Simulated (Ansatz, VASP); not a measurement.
**CdTe: VASP beside Ansatz**

```xyz
2
Lattice="0.0000 3.1835 3.1835 3.1835 0.0000 3.1835 3.1835 3.1835 0.0000" Properties=species:S:1:pos:R:3 pbc="T T T"
Te    4.7752    4.7752    4.7752
Cd    0.0000    0.0000    0.0000
```

Alike in both runs: task single point; functional PBEsol; k mesh 7 × 7 × 7; occupations fermi-dirac, width 0.05 eV; non-collinear spin, spin-orbit coupling.

|  | VASP | Ansatz |
| --- | --- | --- |
| version | VASP 6.6.1 | Ansatz 0.2.0 |
| potentials or method | VASP PAW PBE potentials, release 64 (Te, Cd) | Ansatz PAW |
| plane-wave cutoff (eV) | 520 | 420 |
| valence electrons in the cell | 18 | 36 |

VASP gave:

| Property | Result |
| --- | --- |
| pressure (GPa) | 2.9 |
| net moment per atom (μB) | 0.00 |

Q: What did Ansatz give for the same quantities?

A: Pressure (GPa): 2.7; net moment per atom (μB): 0.00.

VASP's potentials were made for PBE, not for PBEsol. VASP's potentials hold 18 valence electrons a cell and Ansatz's 36, so a difference there can come from the potentials and not from the codes.

Noted on Ansatz's run: odd divisions of the mesh miss points on the zone boundary, where band edges often lie, so the gap on the mesh can be too wide.
